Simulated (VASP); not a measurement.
A run of VASP 6.6.1 is set up as follows.

File INCAR:

```
PREC = Accurate ; ENCUT = 600
EDIFF = 1E-7 ; ISMEAR = 1
SIGMA = 0.1 ; LREAL = F
LASPH = T ; NELM = 120
ALGO = Normal ; ISIF = 3
LWAVE = F ; LCHARG = F
GGA = PS ; IBRION = 2
NSW = 80 ; EDIFFG = -0.01
GGA_COMPAT = F ; NELMIN = 4
```

Contents of KPOINTS:

```
Automatic mesh
0
Gamma
  7 7 7
```

The input POSCAR:

```
AlCu3
1.0
    3.9700000000      0.0000000000      0.0000000000
    0.0000000000      3.9700000000      0.0000000000
    0.0000000000      0.0000000000      3.9700000000
Al Cu
1 3
Direct
    0.0000000000      0.0000000000      0.0000000000
    0.5000000000      0.0000000000      0.0000000000
    0.0000000000      0.0000000000      0.5000000000
    0.0000000000      0.5000000000      0.0000000000
```

Potentials or basis: VASP PAW PBE potentials, release 64 (Al, Cu).

Launch:

```console
$ cat potpaw_PBE.64/Al/POTCAR potpaw_PBE.64/Cu/POTCAR > POTCAR
$ mpirun -np 1 vasp_std > vasp.out
```

(1) What does it give for the space group after relaxing (to 0.05 Å)?

(2) Predict the relaxed volume.

Answers

(1) Pm-3m (No. 221).

(2) 23.50 Å³/atom.

Caveat: the volume moved by over 15 % at a fixed basis, so the end points are rough; the PAW data sets were made with another functional, which shifts forces and pressure a little.
